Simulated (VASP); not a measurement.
# Si (Cmcm) in VASP: notebook, part 2 of 2

VASP 6.6.1. The steps go on from the part before.

## Step 3: Single point, r2SCAN (strain +0.1500 x Voigt [0, 1, 0, 0, 0, 0])

Input file POSCAR:

```
Si
1.0
    3.8313174605      0.0000000000      0.0000000000
   -1.9156587303      3.8157209884      0.0000000000
    0.0000000000      0.0000000000      6.3326220002
Si
4
Direct
    0.3333333333      0.6666666667      0.0630095000
    0.6666666667      0.3333333333      0.5630095000
    0.3333333333      0.6666666667      0.4369905000
    0.6666666667      0.3333333333      0.9369905000
```

Input file INCAR.step1:

```
ALGO = Normal ; EDIFF = 1E-4
ENCUT = 520 ; GGA = PE
ISMEAR = 0 ; LASPH = True
LCHARG = False ; LREAL = False
LWAVE = True ; NBANDS = 16
NELM = 100 ; PREC = Accurate
SIGMA = 0.05
```

Input file INCAR.step2:

```
ALGO = Normal ; EDIFF = 1E-7
ENCUT = 520 ; ISIF = 2
ISMEAR = 0 ; ISTART = 1
LASPH = True ; LCHARG = False
LMIXTAU = True ; LREAL = False
LWAVE = False ; METAGGA = R2SCAN
NBANDS = 16 ; NELM = 100
PREC = Accurate ; SIGMA = 0.05
```

Input file KPOINTS:

```
k-points
0
Gamma
  12 12 6
```

Potentials or basis: VASP PAW PBE potentials, release 64 (Si).

Command:

```
cat potpaw_PBE.64/Si/POTCAR > POTCAR
cp INCAR.step1 INCAR
mpirun -np 1 vasp_std > vasp.out
cp INCAR.step2 INCAR
mpirun -np 1 vasp_std > vasp.out
```

OUTCAR:

```text
EDIFF = 1E-7
   ENCUT = 520
   ISIF = 2
   ISMEAR = 0
   ISTART = 1
   LASPH = True
   LREAL = False
   METAGGA = R2SCAN
   NELM = 100
   PREC = Accurate

 ion  position               nearest neighbor table
   1  0.333  0.667  0.063-   3 2.37   4 2.43   4 2.43   4 2.67
   2  0.667  0.333  0.563-   4 2.37   3 2.43   3 2.43   3 2.67
   3  0.333  0.667  0.437-   1 2.37   2 2.43   2 2.43   2 2.67
   4  0.667  0.333  0.937-   2 2.37   1 2.43   1 2.43   1 2.67

  LATTYP: Found a base centered orthorhombic cell.
 ALAT       =     3.8313174605
 B/A-ratio  =     1.9918584287
 C/A-ratio  =     1.6528575524

  Lattice vectors:

 A1 = (   1.9156587303,  -3.8157209884,   0.0000000000)
 A2 = (   1.9156587302,   3.8157209884,   0.0000000000)
 A3 = (   0.0000000000,   0.0000000000,   6.3326220002)

Analysis of symmetry for initial positions (statically):
=====================================================================
 Subroutine PRICEL returns:
 Original cell was already a primitive cell.

 Routine SETGRP: Setting up the symmetry group for a
[... 175 lines left out ...]

 val. band max:        4.6739151286   @ k =   0.0000   0.1667   0.0000
 cond. band min:       4.7002716677   @ k =   0.0833   0.0000   0.0000
 fundamental gap:      0.0263565391
 Fermi energy:         4.6975178262

 k-point     1 :       0.0000    0.0000    0.0000
  band No.  band energies     occupation
      1      -7.2634      2.00000
      2      -4.7239      2.00000
      3      -2.5071      2.00000
      4       2.5187      2.00000
      5       3.2078      2.00000
      6       4.2282      2.00000
[... 433 lines left out ...]
      3      -2.2213      2.00000
      4      -1.2311      2.00000
      5       0.1312      2.00000
      6       0.9428      2.00000
[... 8 lines left out ...]
     15      11.2521      0.00000
     16      11.5733      0.00000

 [... further k-points ...]

------------------------ aborting loop because EDIFF is reached ----------------------------------------

  FORCE on cell =-STRESS in cart. coord.  units (eV):
  Direction    XX          YY          ZZ          XY          YZ          ZX
  --------------------------------------------------------------------------------------
  -------------------------------------------------------------------------------------
  Total       -2.3750698    -11.7226321     -0.8910138      0.0000000      0.0000000      0.0000000
  in kB      -41.1034842   -202.8744718    -15.4200821      0.0000000      0.0000000      0.0000000
  external PRESSURE =     -86.4660127 kB  Pullay stress =       0.0000000 kB

 VOLUME and BASIS-vectors are now :
 -----------------------------------------------------------------------------
  energy-cutoff  :      520.00
  volume of cell :       92.58
      direct lattice vectors                 reciprocal lattice vectors
     3.831317461  0.000000000  0.000000000     0.261006823  0.131036835  0.000000000
    -1.915658730  3.815720988  0.000000000     0.000000000  0.262073669  0.000000000
     0.000000000  0.000000000  6.332622000     0.000000000  0.000000000  0.157912473

 POSITION                                       TOTAL-FORCE (eV/Angst)
 -----------------------------------------------------------------------------------
     -0.00000      2.54381      0.39902        -0.000000      0.168571     -0.452240
      1.91566      1.27191      3.56533         0.000000     -0.168571     -0.452240
     -0.00000      2.54381      2.76730        -0.000000      0.168571      0.452240
      1.91566      1.27191      5.93361         0.000000     -0.168571      0.452240
 -----------------------------------------------------------------------------------
    total drift:                               -0.000000      0.000000     -0.000000

  FREE ENERGIE OF THE ION-ELECTRON SYSTEM (eV)
  ---------------------------------------------------
  free  energy   TOTEN  =       -34.1211650359 eV

  energy  without entropy=      -34.1207667663  energy(sigma->0) =      -34.12096590
```

It took 4.8 min on 1 thread of Intel Xeon 6975P-C (Granite Rapids), shared host; peak memory 0.33 GiB.

Results:

- Free energy: -34.1212 eV
- Pressure: -8.6 GPa
- Largest force: 0.483 eV/Å
- Band gap on the k mesh: zero (bands 8 and 9 overlap by 0.16 eV)

Forces on the atoms (eV/Å):
```
Si   0.000  0.169 -0.452
Si   0.000 -0.169 -0.452
Si   0.000  0.169  0.452
Si   0.000 -0.169  0.452
```

Stress tensor (GPa, compression positive):
```
 -4.11   0.00   0.00
  0.00 -20.29   0.00
  0.00   0.00  -1.54
```

Caveat: the cell differs from its parent crystal (strain +0.1500 x Voigt [0, 1, 0, 0, 0, 0]); the cell stands under tension; semilocal functionals underestimate gaps, so a narrow gap can read as zero; the PAW data sets were made with another functional, which shifts forces and pressure a little.
